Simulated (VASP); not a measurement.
# MgB2 (P6/mmm) in VASP: further runs

MgB2 is run at these levels: LDA; tasks: single point, relaxation of cell and atoms.

Everything below comes from runs of VASP 6.6.1. Logs are shortened: lines on timing, memory, paths and dates and some standing lists are left out, and cuts for length are marked.

### 1 The cell of the first run

Symmetry: P6/mmm, No. 191, hexagonal system. Conventional cell: a = 3.085 Å, b = 3.085 Å, c = 3.523 Å, α = 90.00°, β = 90.00°, γ = 120.00°. Mg (site symmetry 6/mmm) has 12 B at 2.51 Å and 6 Mg at 3.08 to 3.09 Å within 3.3 Å. Within 2.4 Å of B (site symmetry -6m2) lie 3 B at 1.78 Å.

### 2 Single point, LDA

INCAR reads:

```
PREC = Accurate ; ENCUT = 520
EDIFF = 1E-7 ; ISMEAR = 0
SIGMA = 0.1 ; LREAL = F
LASPH = T ; NELM = 60
ALGO = Normal ; ISIF = 2
LWAVE = F ; LCHARG = F
GGA = CA ; NBANDS = 11
```

KPOINTS reads:

```
regular mesh
0
Gamma
  6 6 6
```

POSCAR reads:

```
MgB2
1.0
    3.0850000000      0.0000000000      0.0000000000
   -1.5425000000      2.6716883707      0.0000000000
    0.0000000000      0.0000000000      3.5230000000
Mg B
1 2
Direct
    0.0000000000      0.0000000000      0.0000000000
    0.3333333333      0.6666666667      0.5000000000
    0.6666666667      0.3333333333      0.5000000000
```

Potentials or basis: VASP PAW LDA potentials, release 64 (Mg, B).

Launch:

```bash
$ cat potpaw_LDA.64/Mg/POTCAR potpaw_LDA.64/B/POTCAR > POTCAR
$ mpirun -np 1 vasp_std > vasp.out
```

OUTCAR:

```text
PREC = Accurate
   ENCUT = 520
   EDIFF = 1E-7
   ISMEAR = 0
   LREAL = F
   LASPH = T
   NELM = 60
   ISIF = 2
   GGA = CA

 ion  position               nearest neighbor table
   1  0.000  0.000  0.000-   2 2.51   3 2.51   2 2.51   3 2.51   3 2.51   3 2.51   2 2.51   2 2.51
                             3 2.51   3 2.51   2 2.51   2 2.51
   2  0.333  0.667  0.500-   3 1.78   3 1.78   3 1.78   1 2.51   1 2.51   1 2.51   1 2.51   1 2.51
                             1 2.51
   3  0.667  0.333  0.500-   2 1.78   2 1.78   2 1.78   1 2.51   1 2.51   1 2.51   1 2.51   1 2.51
                             1 2.51

  LATTYP: Found a hexagonal cell.
 ALAT       =     3.0850000000
 C/A-ratio  =     1.1419773096

  Lattice vectors:

 A1 = (   3.0850000000,   0.0000000000,   0.0000000000)
 A2 = (  -1.5425000000,   2.6716883707,   0.0000000000)
 A3 = (   0.0000000000,   0.0000000000,   3.5230000000)

Analysis of symmetry for initial positions (statically):
=====================================================================
 Subroutine PRICEL returns:
 Original cell was already a primitive cell.

 Routine SETGRP: Setting up the symmetry group for a
 hexagonal supercell.

 Subroutine GETGRP returns: Found 24 space group operations
 (whereof 24 operations were pure point group operations)
 out of a pool of 24 trial point group operations.

The static configuration has the point symmetry D_6h.

Analysis of symmetry for dynamics (positions and initial velocities):
=====================================================================
 Subroutine PRICEL returns:
 Original cell was already a primitive cell.

 Routine SETGRP: Setting up the symmetry group for a
 hexagonal supercell.

 Subroutine GETGRP returns: Found 24 space group operations
 (whereof 24 operations were pure point group operations)
 out of a pool of 24 trial point group operations.

The dynamic configuration has the point symmetry D_6h.

 Subroutine INISYM returns: Found 24 space group operations
 (whereof 24 operations are pure point group operations),
 and found     1 'primitive' translations

----------------------------------------------------------------------------------------

                                     Primitive cell

  volume of cell :      29.0371

  direct lattice vectors                    reciprocal lattice vectors
     3.085000000  0.000000000  0.000000000     0.324149109  0.187147575  0.000000000
    -1.542500000  2.671688371  0.000000000     0.000000000  0.374295150  0.000000000
     0.000000000  0.000000000  3.523000000     0.000000000  0.000000000  0.283848992

  length of vectors
     3.085000000  3.085000000  3.523000000     0.374295150  0.374295150  0.283848992

  position of ions in fractional coordinates (direct lattice)
     0.000000000  0.000000000  0.000000000
     0.333333333  0.666666667  0.500000000
     0.666666667  0.333333333  0.500000000

  ion indices of the primitive-cell ions
   primitive index   ion index
                 1           1
                 2           2
                 3           3

----------------------------------------------------------------------------------------

 KPOINTS: regular mesh

Automatic generation of k-mesh.
 Grid dimensions read from file:
 generate k-points for:    6    6    6

 Generating k-lattice:

  Cartesian coordinates                     Fractional coordinates (reciprocal lattice)
     0.054024851  0.031191263  0.000000000     0.166666667  0.000000000  0.000000000
     0.000000000  0.062382525  0.000000000     0.000000000  0.166666667  0.000000000
     0.000000000  0.000000000  0.047308165     0.000000000  0.000000000  0.166666667

  Length of vectors
     0.062382525  0.062382525  0.047308165

  Shift w.r.t. Gamma in fractional coordinates (k-lattice)
     0.000000000  0.000000000  0.000000000

 Subroutine IBZKPT returns following result:
 ===========================================

 Found     28 irreducible k-points:

 Following reciprocal coordinates:
            Coordinates               Weight
  0.000000  0.000000  0.000000      1.000000
  0.166667  0.000000  0.000000      6.000000
  0.333333 -0.000000  0.000000      6.000000
  0.500000 -0.000000  0.000000      3.000000
  0.166667  0.166667  0.000000      6.000000
  0.333333  0.166667  0.000000     12.000000
[... 16 lines left out ...]
  0.166667  0.000000  0.500000      6.000000
  0.333333 -0.000000  0.500000      6.000000
 [... further k-points ...]
   k-points           NKPTS =     28   k-points in BZ     NKDIM =     28   number of bands    NBANDS=     11
   number of dos      NEDOS =    301   number of ions     NIONS =      3
   total plane-waves  NPLWV =  16128
   dimension x,y,z NGX =    24 NGY =   24 NGZ =   28
   dimension x,y,z NGXF=    48 NGYF=   48 NGZF=   56
   ions per type =               1   2
   NGX,Y,Z   is equivalent  to a cutoff of  12.93, 12.93, 13.21 a.u.
   NGXF,Y,Z  is equivalent  to a cutoff of  25.87, 25.87, 26.43 a.u.
 SYSTEM =  unknown system
   PREC   = accura    normal or accurate (medium, high low for compatibility)
   ISTART =      0    job   : 0-new  1-cont  2-samecut
   ICHARG =      2    charge: 1-file 2-atom 10-const
   ISPIN  =      1    spin polarized calculation?
   LNONCOLLINEAR =      F non collinear calculations
   LSORBIT =      F    spin-orbit coupling
   LASPH  =      T    aspherical Exc in radial PAW
   ENCUT  =  520.0 eV  38.22 Ry    6.18 a.u.   5.74  5.74  6.55*2*pi/ulx,y,z
   NELM   =     60;   NELMIN=  2; NELMDL= -5     # of ELM steps
   EDIFF  = 0.1E-06   stopping-criterion for ELM
   LREAL  =      F    real-space projection
   EDIFFG = 0.1E-05   stopping-criterion for IOM
   NSW    =      0    number of steps for IOM
   IBRION =     -1    ionic relax: 0-MD 1-quasi-New 2-CG
   NFREE  =      0    steps in history (QN), initial steepest desc. (CG)
   ISIF   =      2    stress and relaxation
   ISYM   =      2    0-nonsym 1-usesym 2-fastsym
   POTIM  = 0.5000    time-step for ionic-motion
   TEBEG  =    0.0;   TEEND  =   0.0 temperature during run
   PSTRESS=    0.0 pullay stress
   NELECT =       8.0000    total number of electrons
   NUPDOWN=      -1.0000    fix difference up-down
   EMIN   =  10.00;   EMAX   =-10.00  energy-range for DOS
   EFERMI =   0.00;   METHOD = LEGACY
   ISMEAR =     0;   SIGMA  =   0.10  broadening in eV -4-tet -1-fermi 0-gaus
   EFERMI_NEDOS =   21; number of points for ismear=-14 and -15
   IALGO  =     38    algorithm
   IMIX   =      4    mixing-type and parameters
     AMIX     =   0.40;   BMIX     =  1.00
     AMIX_MAG =   1.60;   BMIX_MAG =  1.00
  volume/ion in A,a.u.               =       9.68        65.32
  Fermi-wavevector in a.u.,A,eV,Ry     =   1.065255  2.013040 15.439462  1.134768
  Thomas-Fermi vector in A             =   2.200801
   LORBIT       =      0    0 simple, 1 ext, 2 COOP (PROOUT), +10 PAW based schemes
   GGA     = CA    functional components
   LHFCALC =     F    Hartree Fock is set to
   AEXX    =    0.0000 exact exchange contribution
   IVDW    =     0    specifies the selected vdW correction
   LEPSILON=     F    determine dielectric tensor
   LRPA    =     F    only Hartree local field effects (RPA)
 non-spin polarized calculation
 Gauss-broadening in eV      SIGMA  =   0.10
  energy-cutoff  :      520.00
  volume of cell :       29.04
 maximum number of plane-waves:       806
 NGX is ok and might be reduce to    24
   NGX = 11   NGY = 11   NGZ = 13

 number of electron       8.0000000 magnetization

 Free energy of the ion-electron system (eV)
  ---------------------------------------------------
  ext. energy  EPLUGINS =         0.00000000
  ---------------------------------------------------
  free energy    TOTEN  =       -17.25509302 eV

  energy without entropy =      -17.25180667  energy(sigma->0) =      -17.25344984

 E-fermi :   5.3008     XC(G=0): -11.0918

 val. band max:        5.0410700505   @ k =   0.1667   0.0000   0.5000
 cond. band min:       5.3021401003   @ k =   0.3333   0.1667   0.0000
 fundamental gap:      0.2610700498
 Fermi energy:         5.3008013794

 k-point     1 :       0.0000    0.0000    0.0000
  band No.  band energies     occupation
      1      -7.0565      2.00000
      2       2.2947      2.00000
      3       5.6039      0.00002
      4       5.6039      0.00002
      5       6.8519      0.00000
      6      11.5063      0.00000
      7      11.5063      0.00000
      8      13.4397      0.00000
      9      15.0447      0.00000
     10      17.7530      0.00000
     11      21.1950      0.00000

 k-point     2 :       0.1667    0.0000    0.0000
  band No.  band energies     occupation
      1      -6.5775      2.00000
      2       2.7615      2.00000
      3       3.5967      2.00000
      4       4.6986      2.00000
      5       7.2887      0.00000
      6      11.0485      0.00000
      7      13.3625      0.00000
      8      13.5160      0.00000
      9      14.2500      0.00000
     10      19.6688      0.00000
     11      19.8478      0.00000

 k-point     3 :       0.3333   -0.0000    0.0000
  band No.  band energies     occupation
      1      -5.1643      2.00000
      2       0.2157      2.00000
      3       3.5245      2.00000
      4       4.0965      2.00000
      5       8.4621      0.00000
      6      10.2346      0.00000
      7      10.3830      0.00000
      8      13.7527      0.00000
      9      17.0800      0.00000
     10      18.1671      0.00000
     11      19.4358      0.00000
[... 267 lines left out ...]
 k-point    23 :       0.1667    0.0000    0.5000
  band No.  band energies     occupation
      1      -5.3131      2.00000
      2      -1.6681      2.00000
      3       4.1439      2.00000
      4       5.0411      1.99976
      5      10.3730      0.00000
      6      11.7383      0.00000
      7      13.7615      0.00000
      8      15.3436      0.00000
      9      15.7634      0.00000
     10      16.2850      0.00000
     11      16.5398      0.00000

 k-point    24 :       0.3333   -0.0000    0.5000
  band No.  band energies     occupation
      1      -4.0230      2.00000
      2      -0.0926      2.00000
      3       0.9806      2.00000
      4       3.8313      2.00000
      5       6.4685      0.00000
      6      11.2325      0.00000
      7      14.3968      0.00000
      8      14.4616      0.00000
      9      16.9903      0.00000
     10      17.6814      0.00000
     11      18.6457      0.00000

 [... further k-points ...]
[... 5 lines left out ...]
  --------------------------------------------------------------------------------------
  -------------------------------------------------------------------------------------
  Total       -1.4397133     -1.4397133     -1.5111440      0.0000000      0.0000000      0.0000000
  in kB      -79.4388564    -79.4388564    -83.3801781      0.0000000      0.0000000      0.0000000
  external PRESSURE =     -80.7526303 kB  Pullay stress =       0.0000000 kB

 VOLUME and BASIS-vectors are now :
 -----------------------------------------------------------------------------
  energy-cutoff  :      520.00
  volume of cell :       29.04
      direct lattice vectors                 reciprocal lattice vectors
     3.085000000  0.000000000  0.000000000     0.324149109  0.187147575  0.000000000
    -1.542500000  2.671688371  0.000000000     0.000000000  0.374295150  0.000000000
     0.000000000  0.000000000  3.523000000     0.000000000  0.000000000  0.283848992

 POSITION                                       TOTAL-FORCE (eV/Angst)
 -----------------------------------------------------------------------------------
      0.00000      0.00000      0.00000         0.000000     -0.000000      0.000000
     -0.00000      1.78113      1.76150         0.000000     -0.000000      0.000000
      1.54250      0.89056      1.76150        -0.000000      0.000000      0.000000
 -----------------------------------------------------------------------------------
    total drift:                                0.000000     -0.000000     -0.000000

  FREE ENERGIE OF THE ION-ELECTRON SYSTEM (eV)
  ---------------------------------------------------
  free  energy   TOTEN  =       -17.2550930175 eV

  energy  without entropy=      -17.2518066656  energy(sigma->0) =      -17.25344984
```

It took 18 s on 1 thread of Intel Xeon 8259CL, shared host; peak memory 0.13 GiB.

Results:

```
Free energy            : -17.2551 eV
Pressure               : -8.1 GPa
Band gap on the k mesh : zero (bands 4 and 5 overlap by 3.81 eV)
```

Caveat: the k points lie up to 0.39 Å⁻¹ apart, too coarse for converged energies and pressures of a metal.

### 3 Single point, LDA

This run uses another cell than the first one, of 9.20 Å³/atom.

INCAR reads:

```
SYSTEM = MgB2
PREC = Accurate
ENCUT = 520
EDIFF = 1E-6
ISMEAR = 0
SIGMA = 0.1
LREAL = .FALSE.
LASPH = .TRUE.
NELM = 60
ALGO = Normal
ISIF = 2
LWAVE = .FALSE.
LCHARG = .FALSE.
GGA = CA
NBANDS = 11
```

KPOINTS reads:

```
Automatic mesh
0
G
  15 15 12
  0 0 0
```

POSCAR reads:

```
MgB2
1.0
    3.0343890832      0.0000000000      0.0000000000
   -1.5171945416      2.6278580311      0.0000000000
    0.0000000000      0.0000000000      3.4597428529
Mg B
1 2
Direct
    0.0000000000      0.0000000000      0.0000000000
    0.3333333333      0.6666666667      0.5000000000
    0.6666666667      0.3333333333      0.5000000000
```

Potentials or basis: VASP PAW LDA potentials, release 64 (Mg, B).

Launch:

```bash
$ cat potpaw_LDA.64/Mg/POTCAR potpaw_LDA.64/B/POTCAR > POTCAR
$ mpirun -np 1 vasp_std > vasp.out
```

OUTCAR:

```text
SYSTEM = MgB2
   PREC = Accurate
   ENCUT = 520
   EDIFF = 1E-6
   ISMEAR = 0
   LREAL = .FALSE.
   LASPH = .TRUE.
   NELM = 60
   ISIF = 2
   GGA = CA

 ion  position               nearest neighbor table
   1  0.000  0.000  0.000-   2 2.46   3 2.46   2 2.46   3 2.46   3 2.46   3 2.46   2 2.46   2 2.46
                             3 2.46   3 2.46   2 2.46   2 2.46
   2  0.333  0.667  0.500-   3 1.75   3 1.75   3 1.75   1 2.46   1 2.46   1 2.46   1 2.46   1 2.46
                             1 2.46
   3  0.667  0.333  0.500-   2 1.75   2 1.75   2 1.75   1 2.46   1 2.46   1 2.46   1 2.46   1 2.46
                             1 2.46

  LATTYP: Found a hexagonal cell.
 ALAT       =     3.0343890832
 C/A-ratio  =     1.1401777287

  Lattice vectors:

 A1 = (   3.0343890832,   0.0000000000,   0.0000000000)
 A2 = (  -1.5171945416,   2.6278580311,   0.0000000000)
 A3 = (   0.0000000000,   0.0000000000,   3.4597428529)

Analysis of symmetry for initial positions (statically):
=====================================================================
 Subroutine PRICEL returns:
 Original cell was already a primitive cell.

 Routine SETGRP: Setting up the symmetry group for a
 hexagonal supercell.
[... 184 lines left out ...]
      6      12.0619      0.00000
      7      12.0619      0.00000
      8      14.3416      0.00000
      9      15.8444      0.00000
     10      18.6593      0.00000
     11      22.0608      0.00000
[... 309 lines left out ...]
 k-point    24 :       0.4000    0.2000    0.0000
  band No.  band energies     occupation
      1      -2.5068      2.00000
      2      -1.9247      2.00000
      3       1.0748      2.00000
      4       6.3876      0.00000
      5       8.4036      0.00000
      6      11.4600      0.00000
      7      11.6658      0.00000
      8      14.0506      0.00000
      9      15.3942      0.00000
     10      17.8699      0.00000
     11      19.8365      0.00000

 [... further k-points ...]

------------------------ aborting loop because EDIFF is reached ----------------------------------------

  FORCE on cell =-STRESS in cart. coord.  units (eV):
  Direction    XX          YY          ZZ          XY          YZ          ZX
  --------------------------------------------------------------------------------------
  -------------------------------------------------------------------------------------
  Total       -0.0970161     -0.0970161     -0.1167335     -0.0000000      0.0000000     -0.0000000
  in kB       -5.6342673     -5.6342673     -6.7793635     -0.0000000      0.0000000     -0.0000000
  external PRESSURE =      -6.0159660 kB  Pullay stress =       0.0000000 kB

 VOLUME and BASIS-vectors are now :
 -----------------------------------------------------------------------------
  energy-cutoff  :      520.00
  volume of cell :       27.59
      direct lattice vectors                 reciprocal lattice vectors
     3.034389083  0.000000000  0.000000000     0.329555628  0.190269031  0.000000000
    -1.517194542  2.627858031  0.000000000     0.000000000  0.380538061  0.000000000
     0.000000000  0.000000000  3.459742853     0.000000000  0.000000000  0.289038822

 POSITION                                       TOTAL-FORCE (eV/Angst)
 -----------------------------------------------------------------------------------
      0.00000      0.00000      0.00000         0.000000     -0.000000      0.000000
     -0.00000      1.75191      1.72987         0.000000     -0.000000      0.000000
      1.51719      0.87595      1.72987        -0.000000      0.000000      0.000000
 -----------------------------------------------------------------------------------
    total drift:                                0.000000     -0.000000      0.000000

  FREE ENERGIE OF THE ION-ELECTRON SYSTEM (eV)
  ---------------------------------------------------
  free  energy   TOTEN  =       -17.2885458896 eV

  energy  without entropy=      -17.2843188644  energy(sigma->0) =      -17.28643238
```

OSZICAR:

```text
N       E                     dE             d eps       ncg     rms          rms(c)
DAV:   1     0.182370343057E+01    0.18237E+01   -0.38648E+03  4502   0.614E+02
DAV:   2    -0.186944393456E+02   -0.20518E+02   -0.19266E+02  5378   0.108E+02
DAV:   3    -0.192409477968E+02   -0.54651E+00   -0.53952E+00  5461   0.142E+01
DAV:   4    -0.192422321851E+02   -0.12844E-02   -0.12843E-02  4806   0.722E-01
DAV:   5    -0.192422357565E+02   -0.35715E-05   -0.35716E-05  5230   0.408E-02    0.538E+00
DAV:   6    -0.175722324159E+02    0.16700E+01   -0.21331E+00  4718   0.681E+00    0.238E+00
DAV:   7    -0.172964606248E+02    0.27577E+00   -0.10561E+00  4883   0.478E+00    0.682E-01
DAV:   8    -0.172974708191E+02   -0.10102E-02   -0.99861E-02  4669   0.174E+00    0.378E-01
DAV:   9    -0.172886645551E+02    0.88063E-02   -0.19656E-02  4647   0.637E-01    0.608E-02
DAV:  10    -0.172885514123E+02    0.11314E-03   -0.10526E-03  5173   0.182E-01    0.198E-02
DAV:  11    -0.172885466886E+02    0.47237E-05   -0.35334E-05  4670   0.365E-02    0.391E-03
DAV:  12    -0.172885458896E+02    0.79899E-06   -0.53455E-06  4719   0.106E-02
   1 F= -.17288546E+02 E0= -.17286432E+02  d E =-.422703E-02
```

It took 86 s on 1 thread of Intel Xeon 8259CL, shared host; peak memory 0.18 GiB.

Results:

| Property | Result |
| --- | --- |
| Free energy | -17.2885 eV |
| Pressure | -0.6 GPa |
| Band gap on the k mesh | zero (bands 4 and 5 overlap by 3.94 eV) |

Stress tensor (GPa, compression positive):
```
-0.56  0.00  0.00
 0.00 -0.56  0.00
 0.00  0.00 -0.68
```

(Part 1 of 2 ends here.)

The gap in the log of VASP goes by the Fermi energy; the results here count the filled bands.